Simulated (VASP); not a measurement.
# ZnO (P6_3mc) in VASP: a series of runs

Runs on ZnO. Level: PBE. Tasks: single point, relaxation of cell and atoms.

All numbers are computed with VASP 6.6.1; they aren't measurements. Logs are shortened: lines on timing, memory, paths and dates and some standing lists are left out, and cuts for length are marked.

### 1 The cell of the first run

The structure is hexagonal, space group P6_3mc (No. 186). Conventional cell: a = 3.283 Å, b = 3.283 Å, c = 5.284 Å, α = 90.00°, β = 90.00°, γ = 120.00°. Zn (site symmetry 3m) has 4 O at 2.00 to 2.01 Å within 2.6 Å. O (site symmetry 3m) has 4 Zn at 2.00 to 2.01 Å within 2.6 Å.

### 2 Single point, PBE

The input, INCAR:

```
SYSTEM = ZnO
ALGO = Normal
EDIFF = 1E-6
ENCUT = 520
GGA = PE
ISIF = 2
ISMEAR = 0
LASPH = .TRUE.
LCHARG = .FALSE.
LREAL = .FALSE.
LWAVE = .FALSE.
NBANDS = 26
NELM = 100
PREC = Accurate
SIGMA = 0.1
```

The input, KPOINTS:

```
k-points
0
G
  6 6 4
  0 0 0
```

The input, POSCAR:

```
ZnO
1.0
    3.2829429360      0.0000000000      0.0000000000
   -1.6414714680      2.8431119817      0.0000000000
    0.0000000000      0.0000000000      5.2842805200
Zn O
2 2
Direct
    0.3333333333      0.6666666667      0.8102439318
    0.6666666667      0.3333333333      0.3102439318
    0.6666666667      0.3333333333      0.6897650325
    0.3333333333      0.6666666667      0.1897650325
```

Potentials or basis: VASP PAW PBE potentials, release 64 (Zn, O).

Command:

```
$ cat potpaw_PBE.64/Zn/POTCAR potpaw_PBE.64/O/POTCAR > POTCAR
$ mpirun -np 1 vasp_std > vasp.out
```

OUTCAR:

```text
SYSTEM = ZnO
   EDIFF = 1E-6
   ENCUT = 520
   GGA = PE
   ISIF = 2
   ISMEAR = 0
   LASPH = .TRUE.
   LREAL = .FALSE.
   NELM = 100
   PREC = Accurate

 ion  position               nearest neighbor table
   1  0.333  0.667  0.810-   3 2.00   3 2.00   3 2.00   4 2.01
   2  0.667  0.333  0.310-   4 2.00   4 2.00   4 2.00   3 2.01
   3  0.667  0.333  0.690-   1 2.00   1 2.00   1 2.00   2 2.01
   4  0.333  0.667  0.190-   2 2.00   2 2.00   2 2.00   1 2.01

  LATTYP: Found a hexagonal cell.
 ALAT       =     3.2829429360
 C/A-ratio  =     1.6096169270

  Lattice vectors:

 A1 = (   3.2829429360,   0.0000000000,   0.0000000000)
 A2 = (  -1.6414714680,   2.8431119817,   0.0000000000)
 A3 = (   0.0000000000,   0.0000000000,   5.2842805200)

Analysis of symmetry for initial positions (statically):
=====================================================================
 Subroutine PRICEL returns:
 Original cell was already a primitive cell.

 Routine SETGRP: Setting up the symmetry group for a
 hexagonal supercell.

 Subroutine GETGRP returns: Found 12 space group operations
 (whereof  6 operations were pure point group operations)
 out of a pool of 24 trial point group operations.

The static configuration has the point symmetry C_3v.
 The point group associated with its full space group is C_6v.

Analysis of symmetry for dynamics (positions and initial velocities):
=====================================================================
 Subroutine PRICEL returns:
 Original cell was already a primitive cell.

 Routine SETGRP: Setting up the symmetry group for a
 hexagonal supercell.

 Subroutine GETGRP returns: Found 12 space group operations
 (whereof  6 operations were pure point group operations)
 out of a pool of 24 trial point group operations.

The dynamic configuration has the point symmetry C_3v.
 The point group associated with its full space group is C_6v.

 Subroutine INISYM returns: Found 12 space group operations
 (whereof  6 operations are pure point group operations),
 and found     1 'primitive' translations

----------------------------------------------------------------------------------------

                                     Primitive cell

  volume of cell :      49.3223

  direct lattice vectors                    reciprocal lattice vectors
     3.282942936  0.000000000  0.000000000     0.304604746  0.175863632  0.000000000
    -1.641471468  2.843111982  0.000000000     0.000000000  0.351727265  0.000000000
     0.000000000  0.000000000  5.284280520     0.000000000  0.000000000  0.189240521

  length of vectors
     3.282942936  3.282942936  5.284280520     0.351727264  0.351727265  0.189240521

  position of ions in fractional coordinates (direct lattice)
     0.333333333  0.666666667  0.810243932
     0.666666667  0.333333333  0.310243932
     0.666666667  0.333333333  0.689765032
     0.333333333  0.666666667  0.189765032

  ion indices of the primitive-cell ions
   primitive index   ion index
                 1           1
                 2           2
                 3           3
                 4           4

----------------------------------------------------------------------------------------

 KPOINTS: k-points

Automatic generation of k-mesh.
 Grid dimensions read from file:
 generate k-points for:    6    6    4

 Generating k-lattice:

  Cartesian coordinates                     Fractional coordinates (reciprocal lattice)
     0.050767458  0.029310605  0.000000000     0.166666667  0.000000000  0.000000000
     0.000000000  0.058621211  0.000000000     0.000000000  0.166666667  0.000000000
     0.000000000  0.000000000  0.047310130     0.000000000  0.000000000  0.250000000

  Length of vectors
     0.058621211  0.058621211  0.047310130

  Shift w.r.t. Gamma in fractional coordinates (k-lattice)
     0.000000000  0.000000000  0.000000000

 Subroutine IBZKPT returns following result:
 ===========================================

 Found     21 irreducible k-points:

 Following reciprocal coordinates:
            Coordinates               Weight
  0.000000  0.000000  0.000000      1.000000
  0.166667  0.000000  0.000000      6.000000
  0.333333  0.000000  0.000000      6.000000
  0.500000  0.000000  0.000000      3.000000
  0.166667  0.166667  0.000000      6.000000
  0.333333  0.166667  0.000000     12.000000
[... 13 lines left out ...]
  0.333333  0.166667  0.500000     12.000000
  0.333333  0.333333  0.500000      2.000000
   k-points           NKPTS =     21   k-points in BZ     NKDIM =     21   number of bands    NBANDS=     26
   number of dos      NEDOS =    301   number of ions     NIONS =      4
   total plane-waves  NPLWV =  23040
   dimension x,y,z NGX =    24 NGY =   24 NGZ =   40
   dimension x,y,z NGXF=    48 NGYF=   48 NGZF=   80
   ions per type =               2   2
   NGX,Y,Z   is equivalent  to a cutoff of  12.15, 12.15, 12.58 a.u.
   NGXF,Y,Z  is equivalent  to a cutoff of  24.31, 24.31, 25.17 a.u.
 SYSTEM =  ZnO
   PREC   = accura    normal or accurate (medium, high low for compatibility)
   ISTART =      0    job   : 0-new  1-cont  2-samecut
   ICHARG =      2    charge: 1-file 2-atom 10-const
   ISPIN  =      1    spin polarized calculation?
   LNONCOLLINEAR =      F non collinear calculations
   LSORBIT =      F    spin-orbit coupling
   LASPH  =      T    aspherical Exc in radial PAW
   ENCUT  =  520.0 eV  38.22 Ry    6.18 a.u.   6.10  6.10  9.83*2*pi/ulx,y,z
   NELM   =    100;   NELMIN=  2; NELMDL= -5     # of ELM steps
   EDIFF  = 0.1E-05   stopping-criterion for ELM
   LREAL  =      F    real-space projection
   EDIFFG = 0.1E-04   stopping-criterion for IOM
   NSW    =      0    number of steps for IOM
   IBRION =     -1    ionic relax: 0-MD 1-quasi-New 2-CG
   NFREE  =      0    steps in history (QN), initial steepest desc. (CG)
   ISIF   =      2    stress and relaxation
   ISYM   =      2    0-nonsym 1-usesym 2-fastsym
   POTIM  = 0.5000    time-step for ionic-motion
   TEBEG  =    0.0;   TEEND  =   0.0 temperature during run
   PSTRESS=    0.0 pullay stress
   NELECT =      36.0000    total number of electrons
   NUPDOWN=      -1.0000    fix difference up-down
   EMIN   =  10.00;   EMAX   =-10.00  energy-range for DOS
   EFERMI =   0.00;   METHOD = LEGACY
   ISMEAR =     0;   SIGMA  =   0.10  broadening in eV -4-tet -1-fermi 0-gaus
   EFERMI_NEDOS =   21; number of points for ismear=-14 and -15
   IALGO  =     38    algorithm
   IMIX   =      4    mixing-type and parameters
     AMIX     =   0.40;   BMIX     =  1.00
     AMIX_MAG =   1.60;   BMIX_MAG =  1.00
  volume/ion in A,a.u.               =      12.33        83.21
  Fermi-wavevector in a.u.,A,eV,Ry     =   1.473990  2.785438 29.560660  2.172647
  Thomas-Fermi vector in A             =   2.588816
   LORBIT       =      0    0 simple, 1 ext, 2 COOP (PROOUT), +10 PAW based schemes
   GGA     = PE    functional components
   LHFCALC =     F    Hartree Fock is set to
   AEXX    =    0.0000 exact exchange contribution
   IVDW    =     0    specifies the selected vdW correction
   LEPSILON=     F    determine dielectric tensor
   LRPA    =     F    only Hartree local field effects (RPA)
 non-spin polarized calculation
 Gauss-broadening in eV      SIGMA  =   0.10
  energy-cutoff  :      520.00
  volume of cell :       49.32
 maximum number of plane-waves:      1362
   NGX = 13   NGY = 13   NGZ = 19

 number of electron      36.0000028 magnetization

 Free energy of the ion-electron system (eV)
  ---------------------------------------------------
  ext. energy  EPLUGINS =         0.00000000
  ---------------------------------------------------
  free energy    TOTEN  =       -17.85866656 eV

  energy without entropy =      -17.85866656  energy(sigma->0) =      -17.85866656

 E-fermi :   1.2615     XC(G=0): -10.7224

 val. band max:        0.8920438751   @ k =   0.0000   0.0000   0.0000
 cond. band min:       1.6215453134   @ k =   0.0000   0.0000   0.0000
 fundamental gap:      0.7295014383
 Fermi energy:         1.2615186946

 k-point     1 :       0.0000    0.0000    0.0000
  band No.  band energies     occupation
      1     -16.9210      2.00000
      2     -16.2503      2.00000
      3      -4.6423      2.00000
      4      -4.6423      2.00000
      5      -4.5980      2.00000
      6      -4.4778      2.00000
[... 18 lines left out ...]
     25      14.8009      0.00000
     26      14.8009      0.00000

 k-point     2 :       0.1667    0.0000    0.0000
  band No.  band energies     occupation
      1     -16.7848      2.00000
      2     -16.1924      2.00000
      3      -4.7731      2.00000
      4      -4.5652      2.00000
      5      -4.5383      2.00000
      6      -4.4582      2.00000
[... 18 lines left out ...]
     25      14.7381      0.00000
     26      14.9764      0.00000

 k-point     3 :       0.3333    0.0000    0.0000
  band No.  band energies     occupation
      1     -16.4791      2.00000
      2     -16.0956      2.00000
      3      -4.9012      2.00000
      4      -4.5719      2.00000
      5      -4.4413      2.00000
      6      -4.2395      2.00000
[... 18 lines left out ...]
     25      14.1016      0.00000
     26      14.7322      0.00000

 k-point     4 :       0.5000    0.0000    0.0000
  band No.  band energies     occupation
      1     -16.2859      2.00000
      2     -16.0802      2.00000
      3      -4.8321      2.00000
      4      -4.6133      2.00000
      5      -4.4011      2.00000
      6      -4.0228      2.00000
[... 18 lines left out ...]
     25      13.9141      0.00000
     26      14.8530      0.00000
[... 409 lines left out ...]
      1     -16.3374      2.00000
      2     -16.3374      2.00000
      3      -4.9225      2.00000
      4      -4.9225      2.00000
      5      -4.4269      2.00000
      6      -4.4269      2.00000
[... 18 lines left out ...]
     25      14.1475      0.00000
     26      14.1475      0.00000

 k-point    20 :       0.3333    0.1667    0.5000
  band No.  band energies     occupation
      1     -16.1771      2.00000
      2     -16.1771      2.00000
      3      -4.8574      2.00000
      4      -4.8574      2.00000
      5      -4.2962      2.00000
      6      -4.2962      2.00000
[... 18 lines left out ...]
     25      14.8865      0.00000
     26      14.8865      0.00000

 k-point    21 :       0.3333    0.3333    0.5000
  band No.  band energies     occupation
      1     -16.1243      2.00000
      2     -16.1243      2.00000
      3      -4.6300      2.00000
      4      -4.6300      2.00000
      5      -4.4208      2.00000
      6      -4.4208      2.00000
[... 18 lines left out ...]
     25      16.4418      0.00000
     26      16.4479      0.00000

------------------------ aborting loop because EDIFF is reached ----------------------------------------

  FORCE on cell =-STRESS in cart. coord.  units (eV):
  Direction    XX          YY          ZZ          XY          YZ          ZX
  --------------------------------------------------------------------------------------
  -------------------------------------------------------------------------------------
  Total        0.2191930      0.2191930      0.3353933      0.0000000      0.0000000      0.0000000
  in kB        7.1202317      7.1202317     10.8948641      0.0000000      0.0000000      0.0000000
  external PRESSURE =       8.3784425 kB  Pullay stress =       0.0000000 kB

 VOLUME and BASIS-vectors are now :
 -----------------------------------------------------------------------------
  energy-cutoff  :      520.00
  volume of cell :       49.32
      direct lattice vectors                 reciprocal lattice vectors
     3.282942936  0.000000000  0.000000000     0.304604746  0.175863632  0.000000000
    -1.641471468  2.843111982  0.000000000     0.000000000  0.351727265  0.000000000
     0.000000000  0.000000000  5.284280520     0.000000000  0.000000000  0.189240521

 POSITION                                       TOTAL-FORCE (eV/Angst)
 -----------------------------------------------------------------------------------
     -0.00000      1.89541      4.28156        -0.000000     -0.000000     -0.006861
      1.64147      0.94770      1.63942         0.000000      0.000000     -0.006861
      1.64147      0.94770      3.64491         0.000000      0.000000      0.006861
     -0.00000      1.89541      1.00277        -0.000000     -0.000000      0.006861
 -----------------------------------------------------------------------------------
    total drift:                               -0.000001     -0.000001      0.000709

  FREE ENERGIE OF THE ION-ELECTRON SYSTEM (eV)
  ---------------------------------------------------
  free  energy   TOTEN  =       -17.8586665644 eV

  energy  without entropy=      -17.8586665626  energy(sigma->0) =      -17.85866656
```

Run time: 20 s. Hardware: 1 thread of AMD EPYC 7R13 (Zen 3), shared host; peak memory 0.14 GiB.

Results:

```yaml
Free_energy: -17.8587 eV
Pressure: 0.8 GPa
Largest_force: 0.007 eV/Å
Band_gap_on_the_k_mesh: 0.73 eV, direct
```

Forces on the atoms (eV/Å):
```
Zn   0.000  0.000 -0.007
Zn   0.000  0.000 -0.007
O    0.000  0.000  0.007
O    0.000  0.000  0.007
```

Stress tensor (GPa, compression positive):
```
0.71 0.00 0.00
0.00 0.71 0.00
0.00 0.00 1.09
```

Expect the measured gap to be larger: semilocal functionals such as PBE lack the derivative discontinuity.

### 3 Relaxation of cell and atoms, PBE

The input, INCAR:

```
  PREC = Accurate
  ENCUT = 600
  EDIFF = 1E-6
  ISMEAR = 0
  SIGMA = 0.02
  LREAL = F
  LASPH = T
  NELM = 80
  ALGO = Normal
  ISIF = 3
  LWAVE = F
  LCHARG = F
  GGA = PE
  IBRION = 2
  NSW = 100
  EDIFFG = -0.01
```

The input, KPOINTS:

```
Automatic mesh
0
Gamma
  9 9 6
```

POSCAR is that of step 2.

Potentials or basis: VASP PAW PBE potentials, release 64 (Zn, O).

Command:

```
$ cat potpaw_PBE.64/Zn/POTCAR potpaw_PBE.64/O/POTCAR > POTCAR
$ mpirun -np 1 vasp_std > vasp.out
```

Run time: 92 s. Hardware: 1 thread of AMD EPYC 7R13 (Zen 3), shared host; peak memory 0.18 GiB.

The run converged. Its results:

* Free energy: -17.8652 eV
* Relaxed volume: 12.39 Å³/atom
* Relaxed cell: a = 3.288 Å, b = 3.288 Å, c = 5.297 Å, α = 90.00°, β = 90.00°, γ = 120.00°
* Space group after relaxing (to 0.05 Å): P6_3mc (No. 186)
* Energy gained by relaxing: 0.1 meV/atom
* Ionic steps: 3
* Pressure after relaxing: 0.0 GPa
* Band gap on the k mesh: 0.72 eV, direct

Forces in eV/Å, atoms in the order of the input:
```
Zn   0.000  0.000  0.003
Zn   0.000  0.000  0.003
O    0.000  0.000 -0.003
O    0.000  0.000 -0.003
```

Stress tensor (GPa, compression positive):
```
-0.06  0.00  0.00
 0.00 -0.06  0.00
 0.00  0.00  0.10
```

Step by step:
| step | energy change (eV) | largest force (eV/Å) | pressure (GPa) | volume (Å³) |
| --- | --- | --- | --- | --- |
| 1 | 0.0000 | 0.0072 | 0.70 | 49.32 |
| 2 | -0.0004 | 0.0075 | -0.37 | 49.71 |
| 3 | -0.0006 | 0.0028 | 0.00 | 49.58 |

Final structure:
```
CELL_PARAMETERS angstrom
3.28758 0.00000 0.00000
-1.64379 2.84713 0.00000
0.00000 0.00000 5.29669
ATOMIC_POSITIONS crystal
Zn 0.33333 0.66667 0.81020
Zn 0.66667 0.33333 0.31020
O 0.66667 0.33333 0.68981
O 0.33333 0.66667 0.18981
```

Levels at points of the mesh, in eV from the valence-band top:
| k point | band 14 | band 15 | band 16 | band 17 | band 18 | band 19 | band 20 | band 21 | band 22 |
| --- | --- | --- | --- | --- | --- | --- | --- | --- | --- |
| (0.00, 0.00, 0.00) | -0.75 | -0.75 | -0.08 | 0.00 | 0.00 | 0.72 | 5.07 | 8.07 | 12.69 |
| (0.00, 0.00, 0.50) | -2.22 | -0.37 | -0.37 | -0.37 | -0.37 | 3.35 | 3.35 | 9.90 | 9.90 |
